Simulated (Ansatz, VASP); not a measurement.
One calculation of MgS, two programs

Contents of INCAR:

```
ALGO     = Normal         # electronic algorithm
EDIFF    = 1E-6           # SCF threshold, eV
ENCUT    = 520            # plane-wave cutoff, eV
GGA      = PS             # functional
ISIF     = 2              # what is computed and relaxed
ISMEAR   = -1             # smearing method
LASPH    = T              # aspherical terms in the spheres
LCHARG   = F              # write CHGCAR
LREAL    = F              # projectors in reciprocal space
LWAVE    = F              # write WAVECAR
NBANDS   = 11             # bands
NELM     = 80             # most SCF steps
PREC     = Accurate       # precision mode
SIGMA    = 0.05           # smearing width, eV
```

Contents of KPOINTS:

```
k-points
0
Gamma
  8 8 8
```

POSCAR

```
MgS
1.0
    0.0000000000      2.8915410395      2.7197952449
    2.8915410395      0.0000000000      2.7197952449
    2.8915410395      2.8915410395      0.0000000000
S Mg
1 1
Direct
    0.2500000000      0.2500000000      0.2500000000
    0.0000000000      0.0000000000      0.0000000000
```

File input.yaml:

```yaml
crystal:
  lattice:
    - [0.0, 2.8915410395, 2.7197952449]
    - [2.8915410395, 0.0, 2.7197952449]
    - [2.8915410395, 2.8915410395, 0.0]
  atoms:
    - { symbol: S, position: [0.25, 0.25, 0.25] }
    - { symbol: Mg, position: [0.0, 0.0, 0.0] }
kpoints:
  mp_grid: { grid: [8, 8, 8] }
  band_path:
    path:
      - [0.0, 0.0, 0.0]
      - [0.0, 0.5, 0.5]
      - [0.2825701678, 0.5, 0.7825701678]
      - [0.3912850839, 0.3912850839, 0.7825701678]
      - [0.0, 0.0, 0.0]
      - [-0.5, -0.5, 0.0]
      - [-0.3912850839, -0.3912850839, 0.2174298322]
      - [0.0, 0.0, 0.5]
    npoints: 8
scf:
  occupations: { method: fermi_dirac, width: 0.05 }
hamiltonian:
  xc: pbesol
  pseudopotentials: { kind: all_electron, lapw: { basis_error: 0.001 } }
output:
  forces: true
  stress: true
  eigenvalues: true
```

Change from the starting cell: strain_z_fixed_volume = -0.04.

Alike in both runs: functional PBEsol; k mesh 8 × 8 × 8; occupations fermi-dirac, width 0.05 eV; no spin polarisation.

|  | VASP | Ansatz |
| --- | --- | --- |
| version | VASP 6.6.1 | Ansatz 0.2.0 |
| potentials or method | VASP PAW PBE potentials, release 64 (S, Mg), cutoff 520 eV | all-electron LAPW, scalar-relativistic |
| task | single point | band structure |

Ansatz gave:

| Quantity | Value |
| --- | --- |
| gap on the k mesh at the Fermi level (eV) | 3.17 |
| least direct gap on the mesh (eV) | 3.17 |
| pressure (GPa) | -0.6 |
| traceless stress, the component that is largest in VASP (GPa) | 0.65 |

Q: Estimate VASP's values.

A: gap on the k mesh at the Fermi level (eV): 3.18; least direct gap on the mesh (eV): 3.18; pressure (GPa): -0.6; traceless stress, the component that is largest in VASP (GPa): 0.65.

VASP's potentials were made for PBE, not for PBEsol. Ansatz ran all-electron here, and VASP with PAW potentials.
